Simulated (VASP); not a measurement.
Write the native input for VASP 6.6.1 that does the following.

```yaml
Task: single point
Functional: PBE
Potentials_or_basis: VASP PAW PBE potentials, release 64 (Dy_3, Be, O), 4f in core
Cutoff: 600 eV
k_mesh: 4 × 4 × 4
Occupations: gaussian, width 0.1 eV
Spin: no spin polarisation
Dipole_correction: no
Mended: yes
Further_INCAR_settings: ALGO = Normal; EDIFF = 1e-06; NBANDS = 24
```

The structure of Dy2Be3O lies in POSCAR:

```
Dy2Be3O
1.0
    4.4963595400      0.0000000000      0.0000000000
    0.0000000000      4.4963595400      0.0000000000
    0.0000000000      0.0000000000      4.6762205300
Dy Be O
2 3 1
Direct
    0.0000000000      0.5000000000      0.0000000000
    0.5000000000      0.0000000000      0.0000000000
    0.0000000000      0.5000000000      0.5000000000
    0.5000000000      0.0000000000      0.5000000000
    0.0000000000      0.0000000000      0.0000000000
    0.5000000000      0.5000000000      0.0000000000
```

The cell was built from a structure type or drawn by symmetry, and may not be a known phase.

One way to write it, as run:

INCAR

```
PREC = Accurate
ENCUT = 600
EDIFF = 1E-6
ISMEAR = 0
SIGMA = 0.1
LREAL = False
LASPH = True
NELM = 200
ALGO = Normal
ISIF = 2
LWAVE = False
LCHARG = True
GGA = PE
LELF = True
LVHAR = True
NBANDS = 24
GGA_COMPAT = False
LMAXMIX = 6
```

KPOINTS

```
regular mesh
0
Gamma
  4 4 4
```

Potentials or basis: VASP PAW PBE potentials, release 64 (Dy_3, Be, O), 4f in core.

Run with:

```sh
$ cat potpaw_PBE.64/Dy_3/POTCAR potpaw_PBE.64/Be/POTCAR potpaw_PBE.64/O/POTCAR > POTCAR
$ mpirun -np 1 vasp_std > vasp.out
```

Results of the run:

```
Pressure               : 23.7 GPa
Band gap on the k mesh : zero (bands 15 and 16 overlap by 2.26 eV)
```

Caveat: the cell stands under pressure; spin-orbit coupling is left out, which moves the levels of the heavy elements; the 4f electrons are frozen in the core, so they carry no moment and show no levels; the run has no spin polarisation, though such a crystal can be magnetic.

Run time: 20 s on 1 thread of Intel(R) Xeon(R) 6975P-C (Granite Rapids) (shared host), peak memory 0.24 GiB.
